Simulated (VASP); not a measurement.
# BeTe (F-43m) in VASP: single point with r2SCAN

Aim: the single point of BeTe with r2SCAN.

Everything below comes from runs of VASP 6.6.1. Logs are shortened: lines on timing, memory, paths and dates and some standing lists are left out, and cuts for length are marked.

## (1) The cell of the first run

Symmetry: F-43m, No. 216, cubic system. The conventional cell has a = 5.605 Å, b = 5.605 Å, c = 5.605 Å, α = 90.00°, β = 90.00°, γ = 90.00°. Be (site symmetry -43m) has 4 Te at 2.43 Å within 3.2 Å. Te (site symmetry -43m) has 4 Be at 2.43 Å within 3.2 Å.

## (2) Single point, r2SCAN

Contents of POSCAR:

```
BeTe
1.0
    0.0000000000     11.2094430000     11.2094430000
   11.2094430000      0.0000000000     11.2094430000
   11.2094430000     11.2094430000      0.0000000000
Be Te
64 64
Direct
    0.0000000000      0.0000000000      0.0000000000
    0.5000000000      0.0000000000      0.0000000000
    0.0000000000      0.5000000000      0.0000000000
    0.0000000000      0.0000000000      0.5000000000
    0.2500000000      0.2500000000      0.2500000000
    0.5000000000      0.5000000000      0.0000000000
[... 120 lines left out ...]
    0.0625000000      0.8125000000      0.8125000000
    0.5625000000      0.8125000000      0.8125000000
```

Contents of INCAR.step1:

```
ALGO = Normal
EDIFF = 1E-5
ENCUT = 660
GGA = PE
GGA_COMPAT = F
ISMEAR = -1
LASPH = T
LCHARG = F
LREAL = Auto
LWAVE = T
NBANDS = 326
NCORE = 4
NELM = 120
PREC = Accurate
SIGMA = 0.05
```

Contents of INCAR.step2:

```
ALGO = Normal
EDIFF = 1E-6
ENCUT = 660
GGA_COMPAT = F
ISIF = 2
ISMEAR = -1
ISTART = 1
LASPH = T
LCHARG = F
LMIXTAU = T
LREAL = Auto
LWAVE = F
METAGGA = R2SCAN
NBANDS = 326
NCORE = 4
NELM = 120
PREC = Accurate
SIGMA = 0.05
```

Contents of KPOINTS:

```
k-points
0
Gamma
  1 1 1
```

Potentials or basis: VASP PAW PBE potentials, release 64 (Be, Te).

Launch:

```console
cat potpaw_PBE.64/Be/POTCAR potpaw_PBE.64/Te/POTCAR > POTCAR
cp INCAR.step1 INCAR
mpirun -np 4 vasp_gam > vasp.out
cp INCAR.step2 INCAR
mpirun -np 4 vasp_gam > vasp.out
```

OUTCAR:

```text
EDIFF = 1E-6
   ENCUT = 660
   ISIF = 2
   ISMEAR = -1
   ISTART = 1
   LASPH = T
   LREAL = Auto
   METAGGA = R2SCAN
   NELM = 120
   PREC = Accurate

 ion  position               nearest neighbor table
   1  0.000  0.000  0.000-  65 2.43  87 2.43 101 2.43 114 2.43
   2  0.500  0.000  0.000-  66 2.43  91 2.43 104 2.43 113 2.43
   3  0.000  0.500  0.000-  67 2.43  93 2.43  97 2.43 119 2.43
   4  0.000  0.000  0.500-  68 2.43  81 2.43 109 2.43 120 2.43
   5  0.250  0.250  0.250-  69 2.43  82 2.43  98 2.43 115 2.43
   6  0.500  0.500  0.000-  70 2.43  95 2.43  99 2.43 116 2.43
[... 120 lines left out ...]
 127  0.062  0.812  0.812-  15 2.43  23 2.43  37 2.43  63 2.43
 128  0.562  0.812  0.812-  16 2.43  27 2.43  40 2.43  64 2.43

  LATTYP: Found a face centered cubic cell.
 ALAT       =    22.4188860000

  Lattice vectors:

 A1 = (   0.0000000000,  11.2094430000,  11.2094430000)
 A2 = (  11.2094430000,   0.0000000000,  11.2094430000)
 A3 = (  11.2094430000,  11.2094430000,   0.0000000000)

Analysis of symmetry for initial positions (statically):
=====================================================================
 Subroutine PRICEL returns following result:

  LATTYP: Found a face centered cubic cell.
 ALAT       =     5.6047215000

  Lattice vectors:

 A1 = (   0.0000000000,   2.8023607500,   2.8023607500)
 A2 = (   2.8023607500,   0.0000000000,   2.8023607500)
 A3 = (   2.8023607500,   2.8023607500,   0.0000000000)

  64 primitive cells build up your supercell.

 Routine SETGRP: Setting up the symmetry group for a
 face centered cubic supercell.

 Subroutine GETGRP returns: Found 24 space group operations
 (whereof 24 operations were pure point group operations)
 out of a pool of 48 trial point group operations.

The static configuration has the point symmetry T_d .

Analysis of symmetry for dynamics (positions and initial velocities):
=====================================================================
 Subroutine PRICEL returns following result:

  LATTYP: Found a face centered cubic cell.
 ALAT       =     5.6047215000

  Lattice vectors:

 A1 = (   0.0000000000,   2.8023607500,   2.8023607500)
 A2 = (   2.8023607500,   0.0000000000,   2.8023607500)
 A3 = (   2.8023607500,   2.8023607500,   0.0000000000)

  64 primitive cells build up your supercell.

 Routine SETGRP: Setting up the symmetry group for a
 face centered cubic supercell.

 Subroutine GETGRP returns: Found 24 space group operations
 (whereof 24 operations were pure point group operations)
 out of a pool of 48 trial point group operations.

The dynamic configuration has the point symmetry T_d .

 Subroutine INISYM returns: Found 24 space group operations
 (whereof 24 operations are pure point group operations),
 and found    64 'primitive' translations

----------------------------------------------------------------------------------------

                                     Primitive cell

  volume of cell :      44.0151

  direct lattice vectors                    reciprocal lattice vectors
     0.000000000  2.802360750  2.802360750    -0.178420997  0.178420997  0.178420997
     2.802360750  0.000000000  2.802360750     0.178420997 -0.178420997  0.178420997
     2.802360750  2.802360750  0.000000000     0.178420997  0.178420997 -0.178420997

  length of vectors
     3.963136579  3.963136579  3.963136579     0.309034233  0.309034233  0.309034233

  position of ions in fractional coordinates (direct lattice)
     0.000000000  0.000000000  0.000000000
     0.250000000  0.250000000  0.250000000

  ion indices of the primitive-cell ions
   primitive index   ion index
                 1           1
                 2          65

----------------------------------------------------------------------------------------

 KPOINTS: k-points

Automatic generation of k-mesh.
 Grid dimensions read from file:
 generate k-points for:    1    1    1

 Generating k-lattice:

  Cartesian coordinates                     Fractional coordinates (reciprocal lattice)
    -0.044605249  0.044605249  0.044605249     1.000000000  0.000000000  0.000000000
     0.044605249 -0.044605249  0.044605249     0.000000000  1.000000000  0.000000000
     0.044605249  0.044605249 -0.044605249     0.000000000  0.000000000  1.000000000

  Length of vectors
     0.077258558  0.077258558  0.077258558

  Shift w.r.t. Gamma in fractional coordinates (k-lattice)
     0.000000000  0.000000000  0.000000000

 Subroutine IBZKPT returns following result:
 ===========================================

 Found      1 irreducible k-points:

 Following reciprocal coordinates:
            Coordinates               Weight
  0.000000  0.000000  0.000000      1.000000
   k-points           NKPTS =      1   k-points in BZ     NKDIM =      1   number of bands    NBANDS=    326
   number of dos      NEDOS =    301   number of ions     NIONS =    128
   total plane-waves  NPLWV = ******
   dimension x,y,z NGX =   140 NGY =  140 NGZ =  140
   dimension x,y,z NGXF=   280 NGYF=  280 NGZF=  280
   ions per type =              64  64
   NGX,Y,Z   is equivalent  to a cutoff of  14.68, 14.68, 14.68 a.u.
   NGXF,Y,Z  is equivalent  to a cutoff of  29.36, 29.36, 29.36 a.u.
 SYSTEM =  unknown system
   PREC   = accura    normal or accurate (medium, high low for compatibility)
   ISTART =      1    job   : 0-new  1-cont  2-samecut
   ICHARG =      0    charge: 1-file 2-atom 10-const
   ISPIN  =      1    spin polarized calculation?
   LNONCOLLINEAR =      F non collinear calculations
   LSORBIT =      F    spin-orbit coupling
   LASPH  =      T    aspherical Exc in radial PAW
   ENCUT  =  660.0 eV  48.51 Ry    6.96 a.u.  33.21 33.21 33.21*2*pi/ulx,y,z
   NELM   =    120;   NELMIN=  2; NELMDL=  0     # of ELM steps
   EDIFF  = 0.1E-05   stopping-criterion for ELM
   LREAL  =      T    real-space projection
   EDIFFG = 0.1E-04   stopping-criterion for IOM
   NSW    =      0    number of steps for IOM
   IBRION =     -1    ionic relax: 0-MD 1-quasi-New 2-CG
   NFREE  =      0    steps in history (QN), initial steepest desc. (CG)
   ISIF   =      2    stress and relaxation
   ISYM   =      2    0-nonsym 1-usesym 2-fastsym
   POTIM  = 0.5000    time-step for ionic-motion
   TEBEG  =    0.0;   TEEND  =   0.0 temperature during run
   PSTRESS=    0.0 pullay stress
   NELECT =     512.0000    total number of electrons
   NUPDOWN=      -1.0000    fix difference up-down
   EMIN   =  10.00;   EMAX   =-10.00  energy-range for DOS
   EFERMI =   0.00;   METHOD = LEGACY
   ISMEAR =    -1;   SIGMA  =   0.05  broadening in eV -4-tet -1-fermi 0-gaus
   EFERMI_NEDOS =   21; number of points for ismear=-14 and -15
   IALGO  =     38    algorithm
   IMIX   =      4    mixing-type and parameters
     AMIX     =   0.40;   BMIX     =  1.00
     AMIX_MAG =   1.60;   BMIX_MAG =  1.00
  volume/ion in A,a.u.               =      22.01       148.51
  Fermi-wavevector in a.u.,A,eV,Ry     =   0.927337  1.752412 11.700376  0.859953
  Thomas-Fermi vector in A             =   2.053396
   LORBIT       =      0    0 simple, 1 ext, 2 COOP (PROOUT), +10 PAW based schemes
   METAGGA = R2SCAN    functional components
   LHFCALC =     F    Hartree Fock is set to
   AEXX    =    0.0000 exact exchange contribution
   IVDW    =     0    specifies the selected vdW correction
   LEPSILON=     F    determine dielectric tensor
   LRPA    =     F    only Hartree local field effects (RPA)
 non-spin polarized calculation
  energy-cutoff  :      660.00
  volume of cell :     2816.97
 maximum number of plane-waves:     54214
 NGX is ok and might be reduce to   126
   NGX = 67   NGY = 67   NGZ = 67

 number of electron     511.9999984 magnetization

 Free energy of the ion-electron system (eV)
  ---------------------------------------------------
  ext. energy  EPLUGINS =         0.00000000
  ---------------------------------------------------
  free energy    TOTEN  =     -1958.55536164 eV

  energy without entropy =    -1958.55536164  energy(sigma->0) =    -1958.55536164

 E-fermi :   6.2708     XC(G=0):  -9.5266

 val. band max:        5.1230353042   @ k =   0.0000   0.0000   0.0000
 cond. band min:       7.4133620188   @ k =   0.0000   0.0000   0.0000
 fundamental gap:      2.2903267147
 Fermi energy:         6.2707679175

 k-point     1 :       0.0000    0.0000    0.0000
  band No.  band energies     occupation
      1      -7.7622      2.00000
      2      -7.1558      2.00000
      3      -7.1558      2.00000
      4      -7.1558      2.00000
      5      -7.1558      2.00000
      6      -7.1558      2.00000
[... 260 lines left out ...]
    267       8.0843      0.00000
    268       8.0843      0.00000
 [bands above 268 left out]

------------------------ aborting loop because EDIFF is reached ----------------------------------------

  FORCE on cell =-STRESS in cart. coord.  units (eV):
  Direction    XX          YY          ZZ          XY          YZ          ZX
  --------------------------------------------------------------------------------------
  -------------------------------------------------------------------------------------
  Total       42.0599115     42.0599115     42.0599115      0.0000000      0.0000000      0.0000000
  in kB       23.9219645     23.9219645     23.9219645      0.0000000      0.0000000      0.0000000
  external PRESSURE =      23.9219645 kB  Pullay stress =       0.0000000 kB

 VOLUME and BASIS-vectors are now :
 -----------------------------------------------------------------------------
  energy-cutoff  :      660.00
  volume of cell :     2816.97
      direct lattice vectors                 reciprocal lattice vectors
     0.000000000 11.209443000 11.209443000    -0.044605249  0.044605249  0.044605249
    11.209443000  0.000000000 11.209443000     0.044605249 -0.044605249  0.044605249
    11.209443000 11.209443000  0.000000000     0.044605249  0.044605249 -0.044605249

 POSITION                                       TOTAL-FORCE (eV/Angst)
 -----------------------------------------------------------------------------------
      0.00000      0.00000      0.00000         0.000000      0.000000      0.000000
      0.00000      5.60472      5.60472         0.000000      0.000000      0.000000
      5.60472      0.00000      5.60472         0.000000      0.000000      0.000000
      5.60472      5.60472      0.00000         0.000000      0.000000      0.000000
      5.60472      5.60472      5.60472         0.000000      0.000000      0.000000
      5.60472      5.60472     11.20944         0.000000      0.000000      0.000000
[... 120 lines left out ...]
     18.21534      9.80826      9.80826        -0.000000     -0.000000     -0.000000
     18.21534     15.41298     15.41298        -0.000000      0.000000     -0.000000
 -----------------------------------------------------------------------------------
    total drift:                                0.000004      0.000004      0.000003

  FREE ENERGIE OF THE ION-ELECTRON SYSTEM (eV)
  ---------------------------------------------------
  free  energy   TOTEN  =     -1958.5553616382 eV

  energy  without entropy=    -1958.5553616365  energy(sigma->0) =    -1958.55536164
```

Run time: 58 min. Hardware: 4 MPI ranks of Intel Xeon Platinum 8259CL at 2.50GHz (Skylake/Cascade Lake), shared host; peak memory 1.6 GiB.

Results:

```
Free energy            : -1958.5554 eV
Pressure               : 2.4 GPa
Band gap on the k mesh : 2.29 eV
```

Caveat: the k points lie up to 0.49 Å⁻¹ apart; the PAW data sets were made with another functional, which shifts forces and pressure a little; spin-orbit coupling is left out, which moves the levels of the heavy elements; an odd mesh through Γ misses points on the zone boundary, where band edges can lie.
